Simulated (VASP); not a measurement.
# CdSe4 (P-43m) in VASP: further runs, part 2 of 2

VASP 6.6.1. The steps go on from the part before.

## (4) Relaxation of cell and atoms, PBE

This run uses another cell than the first one, of 29.91 Å³/atom.

File INCAR:

```
SYSTEM = CdSe4
PREC = Accurate
ENCUT = 600
EDIFF = 1E-6
ISMEAR = 0
SIGMA = 0.1
LREAL = .False.
LASPH = .True.
NELM = 60
ALGO = Normal
ISIF = 3
LWAVE = .False.
LCHARG = .False.
GGA = PE
IBRION = 2
NSW = 90
EDIFFG = -0.04
```

File KPOINTS:

```
Automatic mesh
0
Gamma
  4 4 4
  0 0 0
```

File POSCAR:

```
CdSe4
1.0
    5.3082238000      0.0000000000      0.0000000000
    0.0000000000      5.3082238000      0.0000000000
    0.0000000000      0.0000000000      5.3082238000
Cd Se
1 4
Direct
    0.0000000000      0.0000000000      0.0000000000
    0.2500000000      0.2500000000      0.2500000000
    0.7500000000      0.7500000000      0.2500000000
    0.2500000000      0.7500000000      0.7500000000
    0.7500000000      0.2500000000      0.7500000000
```

Command:

```
$ cat potpaw_PBE.64/Cd/POTCAR potpaw_PBE.64/Se/POTCAR > POTCAR
$ mpirun -np 1 vasp_std > vasp.out
```

Wall time 8.5 min (1 thread of Intel Xeon Platinum 8259CL at 2.50GHz (Skylake/Cascade Lake), shared host); peak memory 0.29 GiB.

The run converged. Its results:

```yaml
Free_energy: -12.2420 eV
Relaxed_volume: 26.30 Å³/atom
Relaxed_cell: a = 5.085 Å, b = 5.085 Å, c = 5.085 Å, α = 90.00°, β = 90.00°, γ = 90.00°
Space_group_after_relaxing_to_0.1_Å: P-43m (No. 215)
Pressure_after_relaxing: -0.1 GPa
Band_gap_on_the_k_mesh: zero (bands 18 and 19 overlap by 0.73 eV)
```

Final structure:
```cif
data_structure
_symmetry_space_group_name_H-M 'P 1'
_symmetry_Int_Tables_number 1
_cell_length_a 5.0851
_cell_length_b 5.0851
_cell_length_c 5.0851
_cell_angle_alpha 90.000
_cell_angle_beta 90.000
_cell_angle_gamma 90.000
_cell_volume 131.49
loop_
_atom_site_label
_atom_site_type_symbol
_atom_site_fract_x
_atom_site_fract_y
_atom_site_fract_z
_atom_site_occupancy
Cd1 Cd 0.00000 0.00000 0.00000 1
Se1 Se 0.30732 0.30732 0.30732 1
Se2 Se 0.69268 0.69268 0.30732 1
Se3 Se 0.30732 0.69268 0.69268 1
Se4 Se 0.69268 0.30732 0.69268 1
```

Levels at points of the mesh, in eV from the Fermi level:
```csv
k point,band 15,band 16,band 17,band 18,band 19,band 20,band 21,band 22
"(0.00, 0.00, 0.00)",-2.50,-0.25,-0.25,-0.25,0.84,0.84,0.84,1.48
"(0.50, 0.00, 0.00)",-2.26,-2.04,-1.12,0.25,0.25,0.68,0.68,4.13
"(0.50, 0.50, 0.00)",-1.45,-1.45,-1.04,-0.97,0.59,0.59,1.25,4.16
"(0.50, 0.50, 0.50)",-0.74,0.58,0.58,0.58,0.91,0.91,0.91,1.35
```

Caveat: semilocal functionals underestimate gaps, so a narrow gap can read as zero.

## (5) Single point, PBE

This run uses another cell than the first one, of 25.98 Å³/atom.

File INCAR:

```
SYSTEM = CdSe4
PREC = Accurate ; ENCUT = 520
EDIFF = 1E-6 ; ISMEAR = 0
SIGMA = 0.1 ; LREAL = .False.
LASPH = .True. ; NELM = 60
ALGO = Normal ; ISIF = 2
LWAVE = .False. ; LCHARG = .False.
GGA = PE ; NBANDS = 26
```

File KPOINTS:

```
Automatic mesh
0
Gamma
  8 8 8
  0 0 0
```

File POSCAR:

```
CdSe4
1.0
    5.0642602457      0.0000000000      0.0000000000
    0.0000000000      5.0642602457      0.0000000000
    0.0000000000      0.0000000000      5.0642602457
Cd Se
1 4
Direct
    0.0000000000      0.0000000000      0.0000000000
    0.3057722509      0.3057722509      0.3057722509
    0.6942277491      0.6942277491      0.3057722509
    0.3057722509      0.6942277491      0.6942277491
    0.6942277491      0.3057722509      0.6942277491
```

Command:

```
$ cat potpaw_PBE.64/Cd/POTCAR potpaw_PBE.64/Se/POTCAR > POTCAR
$ mpirun -np 1 vasp_std > vasp.out
```

It took 82 s on 1 thread of Intel Xeon Platinum 8259CL at 2.50GHz (Skylake/Cascade Lake), shared host; peak memory 0.3 GiB.

The run converged. Its results:

| Property | Result |
| --- | --- |
| Free energy | -12.2437 eV |
| Pressure | 0.1 GPa |
| Largest force | 0.025 eV/Å |
| Band gap on the k mesh | zero (bands 18 and 19 overlap by 0.75 eV) |

Forces in eV/Å, atoms in the order of the input:
```
Cd   0.000  0.000  0.000
Se   0.015  0.015  0.015
Se  -0.015 -0.015  0.015
Se   0.015 -0.015 -0.015
Se  -0.015  0.015 -0.015
```

Levels at points of the mesh, in eV from the Fermi level:
| k point | band 14 | band 15 | band 16 | band 17 | band 18 | band 19 | band 20 | band 21 | band 22 | band 23 |
| --- | --- | --- | --- | --- | --- | --- | --- | --- | --- | --- |
| (0.00, 0.00, 0.00) | -2.53 | -2.53 | -0.35 | -0.35 | -0.35 | 0.77 | 0.77 | 0.77 | 1.53 | 4.91 |
| (0.50, 0.00, 0.00) | -3.11 | -2.32 | -2.08 | -1.25 | 0.16 | 0.16 | 0.57 | 0.57 | 4.17 | 4.95 |
| (0.50, 0.50, 0.00) | -2.75 | -1.58 | -1.58 | -1.14 | -0.98 | 0.51 | 0.51 | 1.19 | 4.22 | 4.62 |
| (0.50, 0.50, 0.50) | -0.74 | -0.74 | 0.50 | 0.50 | 0.50 | 0.83 | 0.83 | 0.83 | 1.42 | 5.40 |

Caveat: semilocal functionals underestimate gaps, so a narrow gap can read as zero.

## (6) Relaxation of cell and atoms, PBE

File INCAR:

```
ALGO = Normal
EDIFF = 1E-7
EDIFFG = -0.01
ENCUT = 600
GGA = PE
IBRION = 2
ISIF = 3
ISMEAR = 0
LASPH = True
LCHARG = False
LREAL = False
LWAVE = False
NELM = 80
NSW = 100
PREC = Accurate
SIGMA = 0.1
```

File KPOINTS:

```
k-points
0
Gamma
  8 8 8
```

File POSCAR:

```
CdSe4
1.0
    5.0756042318      0.0000000000      0.0000000000
    0.0000000000      5.0756042318      0.0000000000
    0.0000000000      0.0000000000      5.0756042318
Cd Se
1 4
Direct
    0.0000000000      0.0000000000      0.0000000000
    0.3071506745      0.3071506745      0.3071506745
    0.6928493255      0.6928493255      0.3071506745
    0.3071506745      0.6928493255      0.6928493255
    0.6928493255      0.3071506745      0.6928493255
```

Potentials or basis: VASP PAW PBE potentials, release 64 (Cd, Se).

Command:

```
$ cat potpaw_PBE.64/Cd/POTCAR potpaw_PBE.64/Se/POTCAR > POTCAR
$ mpirun -np 1 vasp_std > vasp.out
```

OUTCAR:

```text
EDIFF = 1E-7
   EDIFFG = -0.01
   ENCUT = 600
   GGA = PE
   IBRION = 2
   ISIF = 3
   ISMEAR = 0
   LASPH = True
   LREAL = False
   NELM = 80
   NSW = 100
   PREC = Accurate

 ion  position               nearest neighbor table
   1  0.000  0.000  0.000-   2 2.70   3 2.70   4 2.70   5 2.70
   2  0.307  0.307  0.307-   1 2.70   3 2.77   4 2.77   5 2.77
   3  0.693  0.693  0.307-   1 2.70   2 2.77   4 2.77   5 2.77
   4  0.307  0.693  0.693-   1 2.70   2 2.77   3 2.77   5 2.77
   5  0.693  0.307  0.693-   1 2.70   2 2.77   3 2.77   4 2.77

  LATTYP: Found a simple cubic cell.
 ALAT       =     5.0756042318

  Lattice vectors:

 A1 = (   5.0756042318,   0.0000000000,   0.0000000000)
 A2 = (   0.0000000000,   5.0756042318,   0.0000000000)
 A3 = (   0.0000000000,   0.0000000000,   5.0756042318)

Analysis of symmetry for initial positions (statically):
=====================================================================
 Subroutine PRICEL returns:
 Original cell was already a primitive cell.

 Routine SETGRP: Setting up the symmetry group for a
 simple cubic supercell.

 Subroutine GETGRP returns: Found 24 space group operations
 (whereof 24 operations were pure point group operations)
 out of a pool of 48 trial point group operations.

The static configuration has the point symmetry T_d .

Analysis of symmetry for dynamics (positions and initial velocities):
=====================================================================
 Subroutine PRICEL returns:
 Original cell was already a primitive cell.

 Routine SETGRP: Setting up the symmetry group for a
 simple cubic supercell.

 Subroutine GETGRP returns: Found 24 space group operations
 (whereof 24 operations were pure point group operations)
 out of a pool of 48 trial point group operations.

The dynamic configuration has the point symmetry T_d .

 Subroutine INISYM returns: Found 24 space group operations
 (whereof 24 operations are pure point group operations),
 and found     1 'primitive' translations

----------------------------------------------------------------------------------------

                                     Primitive cell

  volume of cell :     130.7565

  direct lattice vectors                    reciprocal lattice vectors
     5.075604232  0.000000000  0.000000000     0.197020878  0.000000000  0.000000000
     0.000000000  5.075604232  0.000000000     0.000000000  0.197020878  0.000000000
     0.000000000  0.000000000  5.075604232     0.000000000  0.000000000  0.197020878

  length of vectors
     5.075604232  5.075604232  5.075604232     0.197020878  0.197020878  0.197020878

  position of ions in fractional coordinates (direct lattice)
     0.000000000  0.000000000  0.000000000
     0.307150675  0.307150675  0.307150675
     0.692849325  0.692849325  0.307150675
     0.307150675  0.692849325  0.692849325
     0.692849325  0.307150675  0.692849325

  ion indices of the primitive-cell ions
   primitive index   ion index
                 1           1
                 2           2
                 3           3
                 4           4
[... 34 lines left out ...]
  0.500000  0.000000  0.000000      3.000000
  0.125000  0.125000  0.000000     12.000000
[... 16 lines left out ...]
  0.375000  0.375000  0.125000     24.000000
  0.500000  0.375000  0.125000     24.000000
 [... further k-points ...]
   k-points           NKPTS =     35   k-points in BZ     NKDIM =     35   number of bands    NBANDS=     22
   number of dos      NEDOS =    301   number of ions     NIONS =      5
   total plane-waves  NPLWV =  74088
   dimension x,y,z NGX =    42 NGY =   42 NGZ =   42
   dimension x,y,z NGXF=    84 NGYF=   84 NGZF=   84
   ions per type =               1   4
   NGX,Y,Z   is equivalent  to a cutoff of  13.76, 13.76, 13.76 a.u.
   NGXF,Y,Z  is equivalent  to a cutoff of  27.51, 27.51, 27.51 a.u.
 SYSTEM =  unknown system
   PREC   = accura    normal or accurate (medium, high low for compatibility)
   ISTART =      0    job   : 0-new  1-cont  2-samecut
   ICHARG =      2    charge: 1-file 2-atom 10-const
   ISPIN  =      1    spin polarized calculation?
   LNONCOLLINEAR =      F non collinear calculations
   LSORBIT =      F    spin-orbit coupling
   LASPH  =      T    aspherical Exc in radial PAW
   ENCUT  =  600.0 eV  44.10 Ry    6.64 a.u.  10.14 10.14 10.14*2*pi/ulx,y,z
   NELM   =     80;   NELMIN=  2; NELMDL= -5     # of ELM steps
   EDIFF  = 0.1E-06   stopping-criterion for ELM
   LREAL  =      F    real-space projection
   EDIFFG = -.1E-01   stopping-criterion for IOM
   NSW    =    100    number of steps for IOM
   IBRION =      2    ionic relax: 0-MD 1-quasi-New 2-CG
   NFREE  =      1    steps in history (QN), initial steepest desc. (CG)
   ISIF   =      3    stress and relaxation
   ISYM   =      2    0-nonsym 1-usesym 2-fastsym
   POTIM  = 0.5000    time-step for ionic-motion
   TEBEG  =    0.0;   TEEND  =   0.0 temperature during run
   PSTRESS=    0.0 pullay stress
   NELECT =      36.0000    total number of electrons
   NUPDOWN=      -1.0000    fix difference up-down
   EMIN   =  10.00;   EMAX   =-10.00  energy-range for DOS
   EFERMI =   0.00;   METHOD = LEGACY
   ISMEAR =     0;   SIGMA  =   0.10  broadening in eV -4-tet -1-fermi 0-gaus
   EFERMI_NEDOS =   21; number of points for ismear=-14 and -15
   IALGO  =     38    algorithm
   IMIX   =      4    mixing-type and parameters
     AMIX     =   0.40;   BMIX     =  1.00
     AMIX_MAG =   1.60;   BMIX_MAG =  1.00
  volume/ion in A,a.u.               =      26.15       176.48
  Fermi-wavevector in a.u.,A,eV,Ry     =   1.065012  2.012581 15.432421  1.134251
  Thomas-Fermi vector in A             =   2.200550
   LORBIT       =      0    0 simple, 1 ext, 2 COOP (PROOUT), +10 PAW based schemes
   GGA     = PE    functional components
   LHFCALC =     F    Hartree Fock is set to
   AEXX    =    0.0000 exact exchange contribution
   IVDW    =     0    specifies the selected vdW correction
   LEPSILON=     F    determine dielectric tensor
   LRPA    =     F    only Hartree local field effects (RPA)
 conjugate gradient relaxation of ions
 non-spin polarized calculation
 Gauss-broadening in eV      SIGMA  =   0.10
  energy-cutoff  :      600.00
  volume of cell :      130.76
 maximum number of plane-waves:      4416
 NGX is ok and might be reduce to    42
   NGX = 21   NGY = 21   NGZ = 21

--------------------------------------- Ionic step        1  -------------------------------------------

 number of electron      35.9999994 magnetization

 Free energy of the ion-electron system (eV)
  ---------------------------------------------------
  ext. energy  EPLUGINS =         0.00000000
  ---------------------------------------------------
  free energy    TOTEN  =       -12.24223565 eV

  energy without entropy =      -12.22090191  energy(sigma->0) =      -12.23156878

------------------------ aborting loop because EDIFF is reached ----------------------------------------

  FORCE on cell =-STRESS in cart. coord.  units (eV):
  Direction    XX          YY          ZZ          XY          YZ          ZX
  --------------------------------------------------------------------------------------
  -------------------------------------------------------------------------------------
  Total        0.0073916      0.0073916      0.0073916      0.0000000      0.0000000      0.0000000
  in kB        0.0905699      0.0905699      0.0905699      0.0000000      0.0000000      0.0000000
  external PRESSURE =       0.0905699 kB  Pullay stress =       0.0000000 kB
[... 104 lines left out ...]
--------------------------------------- Ionic step        4  -------------------------------------------

 number of electron      35.9999992 magnetization

 Free energy of the ion-electron system (eV)
  ---------------------------------------------------
  ext. energy  EPLUGINS =         0.00000000
  ---------------------------------------------------
  free energy    TOTEN  =       -12.24387620 eV

  energy without entropy =      -12.22238404  energy(sigma->0) =      -12.23313012

 E-fermi :   2.5934     XC(G=0):  -9.3752

 val. band max:        2.5920708914   @ k =   0.5000   0.2500   0.1250
 cond. band min:       2.5964896810   @ k =   0.5000   0.2500   0.0000
 fundamental gap:      0.0044187895
 Fermi energy:         2.5934487164

 k-point     1 :       0.0000    0.0000    0.0000
  band No.  band energies     occupation
      1     -12.3137      2.00000
      2      -9.4683      2.00000
      3      -9.4683      2.00000
      4      -9.4683      2.00000
      5      -5.7681      2.00000
      6      -5.7681      2.00000
[... 589 lines left out ...]
     21       3.6085      0.00000
     22       6.4422      0.00000

 [... further k-points ...]

------------------------ aborting loop because EDIFF is reached ----------------------------------------

  FORCE on cell =-STRESS in cart. coord.  units (eV):
  Direction    XX          YY          ZZ          XY          YZ          ZX
  --------------------------------------------------------------------------------------
  -------------------------------------------------------------------------------------
  Total        0.0091602      0.0091602      0.0091602     -0.0000000      0.0000000     -0.0000000
  in kB        0.1126163      0.1126163      0.1126163     -0.0000000      0.0000000     -0.0000000
  external PRESSURE =       0.1126163 kB  Pullay stress =       0.0000000 kB
[... 20 lines left out ...]
  FREE ENERGIE OF THE ION-ELECTRON SYSTEM (eV)
  ---------------------------------------------------
  free  energy   TOTEN  =       -12.2438761961 eV

  energy  without entropy=      -12.2223840433  energy(sigma->0) =      -12.23313012

 reached required accuracy - stopping structural energy minimisation
```

Wall time 4.1 min (1 thread of Intel Xeon Platinum 8259CL at 2.50GHz (Skylake/Cascade Lake), shared host); peak memory 0.34 GiB.

Results:

| Property | Result |
| --- | --- |
| Free energy | -12.2439 eV |
| Relaxed volume | 26.06 Å³/atom |
| Relaxed cell | a = 5.070 Å, b = 5.070 Å, c = 5.070 Å, α = 90.00°, β = 90.00°, γ = 90.00° |
| Space group after relaxing (to 0.1 Å) | P-43m (No. 215) |
| Energy gained by relaxing | 0.3 meV/atom |
| Ionic steps | 4 |
| Pressure after relaxing | 0.0 GPa |
| Band gap on the k mesh | zero (bands 18 and 19 overlap by 0.75 eV) |

The path:
```csv
step,energy change (eV),largest force (eV/Å),pressure (GPa),volume (Å³)
1,0.0000,0.0926,0.01,130.76
2,-0.0012,0.0399,-0.08,130.78
3,-0.0014,0.0021,-0.14,130.80
4,-0.0016,0.0005,0.01,130.32
```

Final structure:
```cif
data_structure
_symmetry_space_group_name_H-M 'P 1'
_symmetry_Int_Tables_number 1
_cell_length_a 5.0700
_cell_length_b 5.0700
_cell_length_c 5.0700
_cell_angle_alpha 90.000
_cell_angle_beta 90.000
_cell_angle_gamma 90.000
_cell_volume 130.32
loop_
_atom_site_label
_atom_site_type_symbol
_atom_site_fract_x
_atom_site_fract_y
_atom_site_fract_z
_atom_site_occupancy
Cd1 Cd 0.00000 0.00000 0.00000 1
Se1 Se 0.30613 0.30613 0.30613 1
Se2 Se 0.69387 0.69387 0.30613 1
Se3 Se 0.30613 0.69387 0.69387 1
Se4 Se 0.69387 0.30613 0.69387 1
```

Levels at points of the mesh, in eV from the Fermi level:
```csv
k point,band 16,band 17,band 18,band 19,band 20,band 21
"(0.00, 0.00, 0.00)",-0.34,-0.34,-0.34,0.77,0.77,0.77
"(0.50, 0.00, 0.00)",-2.09,-1.24,0.16,0.16,0.57,0.57
"(0.50, 0.50, 0.00)",-1.57,-1.14,-1.00,0.50,0.50,1.18
"(0.50, 0.50, 0.50)",0.50,0.50,0.50,0.83,0.83,0.83
```

Caveat: semilocal functionals underestimate gaps, so a narrow gap can read as zero.

## (7) Overview

```csv
task,cell,k mesh,cutoff (eV),gap on the mesh (eV),pressure (GPa),relaxed volume (Å³/atom),largest force (eV/Å)
single point,"a = 5.076 Å, 5 atoms, atomic positions A",4 × 4 × 4,520,none,0.2,-,0.01
single point,"a = 5.308 Å, 5 atoms, atomic positions B",4 × 4 × 4,520,none,6.7,-,-
relaxation of cell and atoms,"relaxed from a = 5.308 Å, 5 atoms, atomic positions B",4 × 4 × 4,600,none,-0.1,26.30,-
single point,"a = 5.064 Å, 5 atoms, atomic positions C",8 × 8 × 8,520,none,0.1,-,0.03
relaxation of cell and atoms,"relaxed from a = 5.076 Å, 5 atoms, atomic positions A",8 × 8 × 8,600,none,0.0,26.06,-
```

Alike in all rows: level PBE; potentials or basis VASP PAW PBE potentials, release 64 (Cd, Se); no spin polarisation; smearing gaussian 0.1 eV.

Caveats: semilocal functionals underestimate gaps, so a narrow gap can read as zero; the cell stands under pressure (at least some runs).

Total energies depend on the potentials used, so only differences within one code and one set of settings carry meaning.
